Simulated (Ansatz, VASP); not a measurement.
# CoW: VASP beside Ansatz

```xyz
2
Lattice="0.0000 2.4170 2.4170 2.4170 0.0000 2.4170 2.4170 2.4170 0.0000" Properties=species:S:1:pos:R:3 pbc="T T T"
Co    0.0000    0.0000    0.0000
W     2.4170    2.4170    2.4170
```

Alike in both runs: functional r2SCAN; k mesh 6 × 6 × 6; occupations gaussian, width 0.1 eV; collinear spin.

Ansatz relaxed the structure, and its values are those at the end. VASP's run is a single point on that final structure, the one shown.

|  | VASP | Ansatz |
| --- | --- | --- |
| version | VASP 6.6.1 | Ansatz 0.2.0 |
| potentials or method | VASP PAW PBE potentials, release 64 (Co, W_sv), cutoff 520 eV | scalar-relativistic, plane waves, PAW |
| valence electrons in the cell | 23 | 31 |

```tsv
	VASP	Ansatz	Ansatz less VASP
gap on the k mesh at the Fermi level (eV)	none	none	-
pressure (GPa)	0.6	-0.2	-0.79
net moment per atom (μB)	0.00	0.12	+0.120
size of the moment on the site where the two differ most (μB)	0.00	0.22	+0.219
```

The net moments are unlike, so the other rows may belong to different states. VASP's potentials were made for PBE, not for r2SCAN. Site moments also hang on the region over which each program counts them. A gap of «none» marks a metal or a gap that the smearing closes. VASP's potentials hold 23 valence electrons a cell and Ansatz's 31, so a difference there can come from the potentials and not from the codes.

The k mesh is coarse, so the values compare programs but aren't converged. Neither program's run includes spin-orbit coupling.
